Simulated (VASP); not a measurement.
H12SO8: single point with LDA

The system is H12SO8.

```
O H S
1.0
     6.53746    0.00000    0.00000
     0.00000    6.53746    0.00000
     0.00000    0.00000    6.53746
O H S
8 12 1
Direct
  0.42708 0.95918 0.01757
  0.30758 0.23316 0.29248
  0.72143 0.84267 0.24456
  0.51382 0.55467 0.53593
  0.44156 0.55537 0.92394
  0.29609 0.93656 0.62641
  0.88401 0.23573 0.27733
  0.88712 0.00268 0.59151
  0.42330 0.80655 0.98489
  0.40340 0.98659 0.86508
  0.16067 0.23624 0.25713
  0.34700 0.12158 0.18155
  0.62509 0.88389 0.11714
  0.64351 0.76565 0.33426
  0.43898 0.68441 0.51278
  0.47551 0.45960 0.43289
  0.43294 0.54512 0.77513
  0.35933 0.44092 0.97130
  0.31882 0.05388 0.52618
  0.14033 0.90974 0.59112
  0.77009 0.12044 0.43280
```

```
Program             : VASP 6.6.1
Task                : single point
Functional          : LDA
Potentials or basis : VASP PAW LDA potentials, release 64 (O, H, S)
Cutoff              : 520 eV
k mesh              : 1 × 1 × 1
Occupations         : fermi-dirac, width 0.05 eV
Spin                : no spin polarisation
```

```json
{
  "Pressure": "-2.1 GPa",
  "Largest force": "4.205 eV/Å",
  "Band gap on the k mesh": "3.76 eV"
}
```

Forces on the atoms (eV/Å):
```
O    0.363 -0.791 -1.576
O    0.515 -1.481 -1.377
O    1.160  2.746 -2.967
O    0.629  1.572  0.800
O   -0.272  0.450  0.801
O   -1.405  0.170 -1.475
O   -0.264 -0.835  1.215
O   -0.869  1.394 -1.909
H   -0.595 -0.790  0.805
H   -0.282  0.638  0.304
H   -0.652  0.474  0.582
H    0.254  0.851  1.090
H    0.774  0.114  1.386
H   -1.640 -2.263  2.168
H   -0.400  0.097  0.287
H   -0.876 -1.375 -1.374
H    0.534 -0.034 -1.012
H   -0.127  0.014  0.643
H    0.055 -0.387  0.281
H    1.606  0.521  0.997
S    1.492 -1.085  0.332
```

Stress tensor (GPa, compression positive):
```
-1.08  1.15 -1.66
 1.15 -2.82 -0.12
-1.66 -0.12 -2.46
```

Levels at points of the mesh, in eV from the valence-band top:
```
           k point  band 30  band 31  band 32  band 33  band 34  band 35  band 36  band 37
(0.00, 0.00, 0.00)    -0.49    -0.31    -0.09     0.00     3.76     5.33     7.09     7.22
```

Run time: 16 s on 1 thread of Intel(R) Xeon(R) Platinum 8375C CPU @ 2.90GHz (Ice Lake), with other jobs on the host, peak memory 0.25 GiB.

Caveat: the k points lie up to 0.96 Å⁻¹ apart.
